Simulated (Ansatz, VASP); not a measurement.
## BaTiO3: VASP beside Ansatz

The input INCAR:

```
SYSTEM = BaTiO3
  PREC = Accurate
  ENCUT = 520
  EDIFF = 1E-7
  ISMEAR = -1
  SIGMA = 0.05
  LREAL = .False.
  LASPH = .True.
  NELM = 60
  ALGO = Normal
  ISIF = 2
  LWAVE = .False.
  LCHARG = .False.
  GGA = PS
  NBANDS = 28
```

The input KPOINTS:

```
Automatic mesh
0
Gamma
  8 8 8
  0 0 0
```

POSCAR

```
BaTiO3
1.0
    3.9841000000      0.0398410000      0.0398410000
    0.0568285000      2.8655080000      2.8741705000
    0.0000875000     -2.8085920000      2.8174295000
Ba Ti O
1 1 3
Direct
    0.0000000000      0.0000000000      0.0000000000
    0.5000000000      0.5079000000      0.5079000000
    0.0000000000      0.4921000000      0.4921000000
    0.5000000000      0.5025100000      0.9937100000
    0.5000000000      0.9937100000      0.5025100000
```

Input for Ansatz:

```yaml
crystal:
  lattice:
    - [3.9841, 0.039841, 0.039841]
    - [0.0568285, 2.865508, 2.8741705]
    - [8.75e-05, -2.808592, 2.8174295]
  atoms:
    - { symbol: Ba, position: [0.0, 0.0, 0.0] }
    - { symbol: Ti, position: [0.5, 0.5079, 0.5079] }
    - { symbol: O, position: [0.0, 0.4921, 0.4921] }
    - { symbol: O, position: [0.5, 0.50251, 0.99371] }
    - { symbol: O, position: [0.5, 0.99371, 0.50251] }
kpoints:
  mp_grid: { grid: [8, 8, 8] }
  band_path:
    path:
      - [0.0, 0.0, 0.0]
      - [0.5, 0.0, 0.0]
      - [0.0, 0.0, 0.5]
      - [0.0, 0.0, 0.0]
      - [0.0, -0.5, 0.0]
      - [-0.5, -0.5, -0.5]
      - [0.0, 0.0, 0.0]
      - [0.0, -0.5, -0.5]
      - [-0.5, -0.5, 0.0]
    npoints: 5
scf:
  occupations: { method: fermi_dirac, width: 0.05 }
hamiltonian:
  xc: pbesol
  pseudopotentials: { kind: all_electron, lapw: { basis_error: 0.001 } }
output:
  forces: true
  stress: true
  eigenvalues: true
```

Change from the starting cell: equal xy, yz and zx shear strains of +2 %.

Alike in both runs: task single point; functional PBEsol; k mesh 8 × 8 × 8; occupations fermi-dirac, width 0.05 eV; no spin polarisation.

```csv
,VASP,Ansatz
version,VASP 6.6.1,Ansatz 0.2.0
potentials or method,"VASP PAW PBE potentials, release 64 (Ba_sv, Ti_sv, O), cutoff 520 eV","all-electron LAPW, scalar-relativistic"
```

Ansatz gave:

```
pressure (GPa)                                                : -4.2
traceless stress, the component that is largest in VASP (GPa) : -2.35
rms of the force components (eV/Å)                            : 0.104
```

Question: What did VASP give for the same quantities?

Answer: Pressure (GPa): -2.4; traceless stress, the component that is largest in VASP (GPa): -2.42; rms of the force components (eV/Å): 0.099.

VASP's potentials were made for PBE, not for PBEsol. Atom by atom the forces differ by 0.009 eV/Å (rms over components). Ansatz ran all-electron here, and VASP with PAW potentials.

Spin-orbit coupling is off throughout.
